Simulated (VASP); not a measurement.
# WS2 in VASP: single point with r2SCAN

Aim: the single point of WS2 with r2SCAN.

Everything below comes from runs of VASP 6.6.1. Logs are shortened: lines on timing, memory, paths and dates and some standing lists are left out, and cuts for length are marked.

### 1 The cell of the first run

The cell holds a slab with vacuum, 6 atoms: a = 3.086 Å, b = 3.158 Å, c = 23.688 Å, α = 90.00°, β = 90.00°, γ = 119.25°.

### 2 Single point, r2SCAN (strain -0.0300 x Voigt [1, 0, 0, 0, 0, 0])

POSCAR reads:

```
WS2
1.0
    3.0859693763      0.0000000000      0.0000000000
   -1.5429846882      2.7551833765      0.0000000000
    0.0000000000      0.0000000000     23.6881463475
W S
2 4
Direct
    0.3333333333      0.6666666667      0.6379434935
    0.6666666667      0.3333333333      0.3620565065
    0.3333333333      0.6666666667      0.2962425097
    0.6666666667      0.3333333333      0.5721038223
    0.3333333333      0.6666666667      0.4278961777
    0.6666666667      0.3333333333      0.7037574903
```

INCAR.step1 reads:

```
PREC = Accurate
ENCUT = 520
ISMEAR = 0
SIGMA = 0.05
LREAL = False
LASPH = True
NELM = 60
NBANDS = 35
GGA = PE
ALGO = Normal
EDIFF = 1E-4
LWAVE = True
LCHARG = False
```

INCAR.step2 reads:

```
PREC = Accurate
ENCUT = 520
EDIFF = 1E-6
ISMEAR = 0
SIGMA = 0.05
LREAL = False
LASPH = True
NELM = 60
ALGO = Normal
ISIF = 2
LWAVE = False
LCHARG = False
METAGGA = R2SCAN
LMIXTAU = True
NBANDS = 35
ISTART = 1
```

KPOINTS reads:

```
regular mesh
0
Gamma
  12 12 2
```

Potentials or basis: VASP PAW PBE potentials, release 64 (W_sv, S).

Run with:

```
$ cat potpaw_PBE.64/W_sv/POTCAR potpaw_PBE.64/S/POTCAR > POTCAR
$ cp INCAR.step1 INCAR
$ mpirun -np 1 vasp_std > vasp.out
$ cp INCAR.step2 INCAR
$ mpirun -np 1 vasp_std > vasp.out
```

OUTCAR:

```text
PREC = Accurate
   ENCUT = 520
   EDIFF = 1E-6
   ISMEAR = 0
   LREAL = False
   LASPH = True
   NELM = 60
   ISIF = 2
   METAGGA = R2SCAN
   ISTART = 1

 ion  position               nearest neighbor table
   1  0.333  0.667  0.638-   6 2.38   6 2.38   4 2.38   4 2.38   6 2.41   4 2.41
   2  0.667  0.333  0.362-   3 2.38   3 2.38   5 2.38   5 2.38   3 2.41   5 2.41
   3  0.333  0.667  0.296-   2 2.38   2 2.38   2 2.41
   4  0.667  0.333  0.572-   1 2.38   1 2.38   1 2.41
   5  0.333  0.667  0.428-   2 2.38   2 2.38   2 2.41
   6  0.667  0.333  0.704-   1 2.38   1 2.38   1 2.41

  LATTYP: Found a base centered orthorhombic cell.
 ALAT       =     3.0859693763
 B/A-ratio  =     1.7856193893
 C/A-ratio  =     7.6760795261

  Lattice vectors:

 A1 = (   1.5429846882,  -2.7551833765,   0.0000000000)
 A2 = (   1.5429846881,   2.7551833765,   0.0000000000)
 A3 = (   0.0000000000,   0.0000000000,  23.6881463475)

Analysis of symmetry for initial positions (statically):
=====================================================================
 Subroutine PRICEL returns:
 Original cell was already a primitive cell.

 Routine SETGRP: Setting up the symmetry group for a
 base centered orthorhombic supercell.

 Subroutine GETGRP returns: Found  4 space group operations
 (whereof  4 operations were pure point group operations)
 out of a pool of  8 trial point group operations.

The static configuration has the point symmetry C_2h.

Analysis of symmetry for dynamics (positions and initial velocities):
=====================================================================
 Subroutine PRICEL returns:
 Original cell was already a primitive cell.

 Routine SETGRP: Setting up the symmetry group for a
 base centered orthorhombic supercell.

 Subroutine GETGRP returns: Found  4 space group operations
 (whereof  4 operations were pure point group operations)
 out of a pool of  8 trial point group operations.

The dynamic configuration has the point symmetry C_2h.

 Subroutine INISYM returns: Found  4 space group operations
 (whereof  4 operations are pure point group operations),
 and found     1 'primitive' translations

----------------------------------------------------------------------------------------

                                     Primitive cell

  volume of cell :     201.4064

  direct lattice vectors                    reciprocal lattice vectors
     3.085969376  0.000000000  0.000000000     0.324047286  0.181476124  0.000000000
    -1.542984688  2.755183376  0.000000000     0.000000000  0.362952248  0.000000000
     0.000000000  0.000000000 23.688146347     0.000000000  0.000000000  0.042215207

  length of vectors
     3.085969376  3.157821589 23.688146347     0.371403052  0.362952248  0.042215207

  position of ions in fractional coordinates (direct lattice)
     0.333333333  0.666666667  0.637943494
     0.666666667  0.333333333  0.362056506
     0.333333333  0.666666667  0.296242510
     0.666666667  0.333333333  0.572103822
     0.333333333  0.666666667  0.427896178
     0.666666667  0.333333333  0.703757490

  ion indices of the primitive-cell ions
   primitive index   ion index
                 1           1
                 2           2
                 3           3
                 4           4
                 5           5
                 6           6

----------------------------------------------------------------------------------------

 KPOINTS: regular mesh

Automatic generation of k-mesh.
 Grid dimensions read from file:
 generate k-points for:   12   12    2

 Generating k-lattice:

  Cartesian coordinates                     Fractional coordinates (reciprocal lattice)
     0.027003940  0.015123010  0.000000000     0.083333333  0.000000000  0.000000000
     0.000000000  0.030246021  0.000000000     0.000000000  0.083333333  0.000000000
     0.000000000  0.000000000  0.021107603     0.000000000  0.000000000  0.500000000

  Length of vectors
     0.030950254  0.030246021  0.021107603

  Shift w.r.t. Gamma in fractional coordinates (k-lattice)
     0.000000000  0.000000000  0.000000000

 Subroutine IBZKPT returns following result:
 ===========================================

 Found     86 irreducible k-points:

 Following reciprocal coordinates:
            Coordinates               Weight
  0.000000  0.000000  0.000000      1.000000
  0.083333  0.000000  0.000000      4.000000
  0.166667  0.000000  0.000000      4.000000
  0.250000  0.000000  0.000000      4.000000
  0.333333  0.000000  0.000000      4.000000
  0.416667  0.000000  0.000000      4.000000
[... 16 lines left out ...]
  0.333333  0.166667  0.000000      4.000000
  0.416667  0.166667  0.000000      4.000000
 [... further k-points ...]
   k-points           NKPTS =     86   k-points in BZ     NKDIM =     86   number of bands    NBANDS=     35
   number of dos      NEDOS =    301   number of ions     NIONS =      6
   total plane-waves  NPLWV = 103680
   dimension x,y,z NGX =    24 NGY =   24 NGZ =  180
   dimension x,y,z NGXF=    48 NGYF=   48 NGZF=  360
   ions per type =               2   4
   NGX,Y,Z   is equivalent  to a cutoff of  12.93, 12.63, 12.63 a.u.
   NGXF,Y,Z  is equivalent  to a cutoff of  25.86, 25.27, 25.27 a.u.
 SYSTEM =  unknown system
   PREC   = accura    normal or accurate (medium, high low for compatibility)
   ISTART =      1    job   : 0-new  1-cont  2-samecut
   ICHARG =      0    charge: 1-file 2-atom 10-const
   ISPIN  =      1    spin polarized calculation?
   LNONCOLLINEAR =      F non collinear calculations
   LSORBIT =      F    spin-orbit coupling
   LASPH  =      T    aspherical Exc in radial PAW
   ENCUT  =  520.0 eV  38.22 Ry    6.18 a.u.   5.74  5.87 44.04*2*pi/ulx,y,z
   NELM   =     60;   NELMIN=  2; NELMDL=  0     # of ELM steps
   EDIFF  = 0.1E-05   stopping-criterion for ELM
   LREAL  =      F    real-space projection
   EDIFFG = 0.1E-04   stopping-criterion for IOM
   NSW    =      0    number of steps for IOM
   IBRION =     -1    ionic relax: 0-MD 1-quasi-New 2-CG
   NFREE  =      0    steps in history (QN), initial steepest desc. (CG)
   ISIF   =      2    stress and relaxation
   ISYM   =      2    0-nonsym 1-usesym 2-fastsym
   POTIM  = 0.5000    time-step for ionic-motion
   TEBEG  =    0.0;   TEEND  =   0.0 temperature during run
   PSTRESS=    0.0 pullay stress
   NELECT =      52.0000    total number of electrons
   NUPDOWN=      -1.0000    fix difference up-down
   EMIN   =  10.00;   EMAX   =-10.00  energy-range for DOS
   EFERMI =   0.00;   METHOD = LEGACY
   ISMEAR =     0;   SIGMA  =   0.05  broadening in eV -4-tet -1-fermi 0-gaus
   EFERMI_NEDOS =   21; number of points for ismear=-14 and -15
   IALGO  =     38    algorithm
   IMIX   =      4    mixing-type and parameters
     AMIX     =   0.40;   BMIX     =  1.00
     AMIX_MAG =   1.60;   BMIX_MAG =  1.00
  volume/ion in A,a.u.               =      33.57       226.53
  Fermi-wavevector in a.u.,A,eV,Ry     =   1.042441  1.969928 14.785227  1.086684
  Thomas-Fermi vector in A             =   2.177106
   LORBIT       =      0    0 simple, 1 ext, 2 COOP (PROOUT), +10 PAW based schemes
   METAGGA = R2SCAN    functional components
   LHFCALC =     F    Hartree Fock is set to
   AEXX    =    0.0000 exact exchange contribution
   IVDW    =     0    specifies the selected vdW correction
   LEPSILON=     F    determine dielectric tensor
   LRPA    =     F    only Hartree local field effects (RPA)
 non-spin polarized calculation
 Gauss-broadening in eV      SIGMA  =   0.05
  energy-cutoff  :      520.00
  volume of cell :      201.41
 maximum number of plane-waves:      5500
   NGX = 11   NGY = 11   NGZ = 89

 number of electron      52.0000001 magnetization

 Free energy of the ion-electron system (eV)
  ---------------------------------------------------
  ext. energy  EPLUGINS =         0.00000000
  ---------------------------------------------------
  free energy    TOTEN  =      -140.01975554 eV

  energy without entropy =     -140.01975554  energy(sigma->0) =     -140.01975554

 E-fermi :   1.2583     XC(G=0):  -6.4523

 val. band max:        0.9637517150   @ k =   0.0000   0.0000   0.5000
 cond. band min:       2.7868288233   @ k =  -0.3333   0.1667   0.5000
 fundamental gap:      1.8230771083
 Fermi energy:         1.2583221693

 k-point     1 :       0.0000    0.0000    0.0000
  band No.  band energies     occupation
      1     -75.1158      2.00000
      2     -75.1158      2.00000
      3     -38.7534      2.00000
      4     -38.7534      2.00000
      5     -38.5714      2.00000
      6     -38.5714      2.00000
[... 27 lines left out ...]
     34       4.2960      0.00000
     35       6.4537      0.00000

 k-point     2 :       0.0833    0.0000    0.0000
  band No.  band energies     occupation
      1     -75.1140      2.00000
      2     -75.1140      2.00000
      3     -38.7477      2.00000
      4     -38.7477      2.00000
      5     -38.5842      2.00000
      6     -38.5842      2.00000
[... 27 lines left out ...]
     34       4.1847      0.00000
     35       6.6380      0.00000

 k-point     3 :       0.1667    0.0000    0.0000
  band No.  band energies     occupation
      1     -75.1094      2.00000
      2     -75.1093      2.00000
      3     -38.7323      2.00000
      4     -38.7323      2.00000
      5     -38.6442      2.00000
      6     -38.6442      2.00000
[... 27 lines left out ...]
     34       4.7090      0.00000
     35       7.0786      0.00000
[... 723 lines left out ...]
 k-point    23 :       0.3333    0.1667    0.0000
  band No.  band energies     occupation
      1     -75.0912      2.00000
      2     -75.0912      2.00000
      3     -38.9042      2.00000
      4     -38.9042      2.00000
      5     -38.7091      2.00000
      6     -38.7091      2.00000
[... 27 lines left out ...]
     34       6.2435      0.00000
     35       7.6030      0.00000

 k-point    24 :       0.4167    0.1667    0.0000
  band No.  band energies     occupation
      1     -75.0892      2.00000
      2     -75.0892      2.00000
      3     -38.9284      2.00000
      4     -38.9284      2.00000
      5     -38.7229      2.00000
      6     -38.7229      2.00000
[... 27 lines left out ...]
     34       6.2056      0.00000
     35       7.0415      0.00000

 [... further k-points ...]

------------------------ aborting loop because EDIFF is reached ----------------------------------------

  FORCE on cell =-STRESS in cart. coord.  units (eV):
  Direction    XX          YY          ZZ          XY          YZ          ZX
  --------------------------------------------------------------------------------------
  -------------------------------------------------------------------------------------
  Total        6.6618988      1.9872616      2.3418575     -0.0000000     -0.0052251      0.0000000
  in kB       52.9950633     15.8085640     18.6293564     -0.0000000     -0.0415653      0.0000000
  external PRESSURE =      29.1443279 kB  Pullay stress =       0.0000000 kB

 VOLUME and BASIS-vectors are now :
 -----------------------------------------------------------------------------
  energy-cutoff  :      520.00
  volume of cell :      201.41
      direct lattice vectors                 reciprocal lattice vectors
     3.085969376  0.000000000  0.000000000     0.324047286  0.181476124  0.000000000
    -1.542984688  2.755183376  0.000000000     0.000000000  0.362952248  0.000000000
     0.000000000  0.000000000 23.688146347     0.000000000  0.000000000  0.042215207

 POSITION                                       TOTAL-FORCE (eV/Angst)
 -----------------------------------------------------------------------------------
     -0.00000      1.83679     15.11170        -0.000000      0.220018      0.001437
      1.54298      0.91839      8.57645         0.000000     -0.220018     -0.001437
     -0.00000      1.83679      7.01744        -0.000000      0.110092     -0.381401
      1.54298      0.91839     13.55208         0.000000     -0.111009     -0.379797
     -0.00000      1.83679     10.13607        -0.000000      0.111009      0.379797
      1.54298      0.91839     16.67071         0.000000     -0.110092      0.381401
 -----------------------------------------------------------------------------------
    total drift:                               -0.000000      0.000000     -0.000000

  FREE ENERGIE OF THE ION-ELECTRON SYSTEM (eV)
  ---------------------------------------------------
  free  energy   TOTEN  =      -140.0197555424 eV

  energy  without entropy=     -140.0197555424  energy(sigma->0) =     -140.01975554
```

Run time: 71 min. Hardware: 1 thread of Oxide Virtual Turin-like, shared host; peak memory 0.65 GiB.

Results:

| Property | Result |
| --- | --- |
| Free energy | -140.0198 eV |
| Largest force | 0.397 eV/Å |
| Band gap on the k mesh | 1.82 eV (least direct gap 2.08 eV) |

Forces on the atoms (eV/Å):
```
W    0.000  0.220  0.001
W    0.000 -0.220 -0.001
S    0.000  0.110 -0.381
S    0.000 -0.111 -0.380
S    0.000  0.111  0.380
S    0.000 -0.110  0.381
```

Levels at points of the mesh, in eV from the valence-band top:
```tsv
k point	band 23	band 24	band 25	band 26	band 27	band 28	band 29	band 30
(0.00, 0.00, 0.00)	-1.84	-1.83	-0.51	0.00	2.85	2.85	2.99	3.03
(0.50, 0.00, 0.00)	-1.68	-1.63	-1.21	-1.17	2.97	2.98	3.45	3.56
(0.00, 0.50, 0.00)	-1.36	-1.34	-1.32	-1.30	2.99	3.00	3.39	3.47
(0.00, 0.00, 0.50)	-1.84	-1.83	-0.51	0.00	2.85	2.85	2.99	3.03
(0.50, 0.00, 0.50)	-1.68	-1.63	-1.21	-1.17	2.97	2.98	3.45	3.56
(0.00, 0.50, 0.50)	-1.36	-1.34	-1.32	-1.30	2.99	3.00	3.39	3.47
```

Caveat: the cell differs from its parent crystal (strain -0.0300 x Voigt [1, 0, 0, 0, 0, 0]); there is no dipole correction, which matters where the two faces differ; the PAW data sets were made with another functional, which shifts forces and pressure a little; spin-orbit coupling is left out, which moves the levels of the heavy elements.
